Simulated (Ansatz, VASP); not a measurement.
**Two plane-wave programs on AlN**

File INCAR:

```
ALGO = Normal
EDIFF = 1E-7
ENCUT = 520
GGA = PE
ISIF = 2
ISMEAR = 0
LASPH = True
LCHARG = False
LREAL = False
LWAVE = False
NBANDS = 36
NELM = 80
PREC = Accurate
SIGMA = 0.05
```

File KPOINTS:

```
k-points
0
Gamma
  8 8 2
```

POSCAR

```
AlN
1.0
    2.2015871003     -2.2015871003      0.0000000000
    2.2015871003      0.0000000000     -2.2015871003
   10.6411510906      7.8889470565      7.8889470565
Al N
6 6
Direct
    0.8350701400     -0.1649298600      0.3958000000
    0.2378534733      0.2378534733      0.2291333333
    0.4322868067      0.4322868067      0.5624666667
    0.6267201400      0.6267201400      0.8958000000
    0.0295034733      0.0295034733      0.7291333333
    0.6406368067      0.6406368067      0.0624666667
    0.4843743067      0.4843743067      0.4374666667
    0.8871576400     -0.1128423600      0.2708000000
    0.0815909733      0.0815909733      0.6041333333
    0.2760243067      0.2760243067      0.9374666667
   -0.3211923600     -0.3211923600      0.7708000000
    0.2899409733      0.2899409733      0.1041333333
```

Input for Ansatz:

```yaml
crystal:
  lattice:
    - [2.2015871003, -2.2015871003, 0.0]
    - [2.2015871003, 0.0, -2.2015871003]
    - [10.6411510906, 7.8889470565, 7.8889470565]
  atoms:
    - { symbol: Al, position: [0.83507014, -0.16492986, 0.3958] }
    - { symbol: Al, position: [0.2378534733, 0.2378534733, 0.2291333333] }
    - { symbol: Al, position: [0.4322868067, 0.4322868067, 0.5624666667] }
    - { symbol: Al, position: [0.62672014, 0.62672014, 0.8958] }
    - { symbol: Al, position: [0.0295034733, 0.0295034733, 0.7291333333] }
    - { symbol: Al, position: [0.6406368067, 0.6406368067, 0.0624666667] }
    - { symbol: "N", position: [0.4843743067, 0.4843743067, 0.4374666667] }
    - { symbol: "N", position: [0.88715764, -0.11284236, 0.2708] }
    - { symbol: "N", position: [0.0815909733, 0.0815909733, 0.6041333333] }
    - { symbol: "N", position: [0.2760243067, 0.2760243067, 0.9374666667] }
    - { symbol: "N", position: [-0.32119236, -0.32119236, 0.7708] }
    - { symbol: "N", position: [0.2899409733, 0.2899409733, 0.1041333333] }
basis:
  ecutwfc: 420
kpoints:
  mp_grid: { grid: [8, 8, 2] }
hamiltonian:
  xc: pbe
scf:
  occupations: { method: gaussian, width: 0.05 }
output:
  forces: true
  stress: true
  eigenvalues: true
  write_density: true
  write_potential: true
  elf: true
  volumetric_format: npy
```

Alike in both runs: task single point; functional PBE; k mesh 8 × 8 × 2; occupations gaussian, width 0.05 eV; no spin polarisation.

|  | VASP | Ansatz |
| --- | --- | --- |
| version | VASP 6.6.1 | Ansatz 0.2.0 |
| potentials or method | VASP PAW PBE potentials, release 64 (Al, N), cutoff 520 eV | scalar-relativistic, plane waves, PAW |
| valence electrons in the cell | 48 | 48 |

|  | VASP | Ansatz | Ansatz less VASP |
| --- | --- | --- | --- |
| gap on the k mesh at the Fermi level (eV) | 2.65 | 2.66 | +0.009 |
| least direct gap on the mesh (eV) | 2.78 | 2.79 | +0.008 |
| pressure (GPa) | -0.5 | -0.2 | +0.25 |
| traceless stress, the component that is largest in VASP (GPa) | 4.96 | 4.95 | -0.009 |
| rms of the force components (eV/Å) | 0.368 | 0.369 | +0.0005 |

Atom by atom the forces differ by 0.004 eV/Å (rms over components).
